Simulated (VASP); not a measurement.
Write the native input for VASP 6.6.1 that does the following.

```yaml
Task: single point
Functional: r2SCAN
Potentials_or_basis: VASP PAW PBE potentials, release 64 (Ag, I)
Cutoff: 550 eV
k_mesh: 6 × 6 × 4
Occupations: gaussian, width 0.01 eV
Spin: no spin polarisation
Dipole_correction: no
Further_INCAR_settings: ALGO = Normal; EDIFF = 1e-06; NBANDS = 26
```

The system is AgI.

```
CELL_PARAMETERS angstrom
4.65087 0.00000 0.00000
-2.32544 4.02777 0.00000
0.00000 0.00000 7.59930
ATOMIC_POSITIONS crystal
Ag 0.33333 0.66667 0.00000
Ag 0.66667 0.33333 0.50000
I 0.33333 0.66667 0.37500
I 0.66667 0.33333 0.87500
```

These files were run (other wordings do the same):

POSCAR

```
AgI
1.0
    4.6508717568      0.0000000000      0.0000000000
   -2.3254358784      4.0277730911      0.0000000000
    0.0000000000      0.0000000000      7.5992967090
Ag I
2 2
Direct
    0.3333333333      0.6666666667      0.0000048562
    0.6666666667      0.3333333333      0.5000048562
    0.3333333333      0.6666666667      0.3749951438
    0.6666666667      0.3333333333      0.8749951438
```

INCAR.step1

```
PREC = Accurate
ENCUT = 550
ISMEAR = 0
SIGMA = 0.01
LREAL = F
LASPH = T
NELM = 120
NBANDS = 26
GGA = PE
ALGO = Normal
EDIFF = 1E-5
LWAVE = T
LCHARG = F
GGA_COMPAT = F
```

INCAR.step2

```
PREC = Accurate
ENCUT = 550
EDIFF = 1E-6
ISMEAR = 0
SIGMA = 0.01
LREAL = F
LASPH = T
NELM = 120
ALGO = Normal
ISIF = 2
LWAVE = F
LCHARG = F
METAGGA = R2SCAN
LMIXTAU = T
NBANDS = 26
ISTART = 1
GGA_COMPAT = F
```

KPOINTS

```
regular mesh
0
Gamma
  6 6 4
```

Potentials or basis: VASP PAW PBE potentials, release 64 (Ag, I).

Command:

```bash
$ cat potpaw_PBE.64/Ag/POTCAR potpaw_PBE.64/I/POTCAR > POTCAR
$ cp INCAR.step1 INCAR
$ mpirun -np 1 vasp_std > vasp.out
$ cp INCAR.step2 INCAR
$ mpirun -np 1 vasp_std > vasp.out
```

It gave:

```yaml
Pressure: -0.1 GPa
Band_gap_on_the_k_mesh: 1.83 eV
```

Caveat: the PAW data sets were made with another functional, which shifts forces and pressure a little; spin-orbit coupling is left out, which moves the levels of the heavy elements.

It took 2.3 min on 1 thread of Intel(R) Xeon(R) 6975P-C (Granite Rapids) (shared host), peak memory 0.33 GiB.
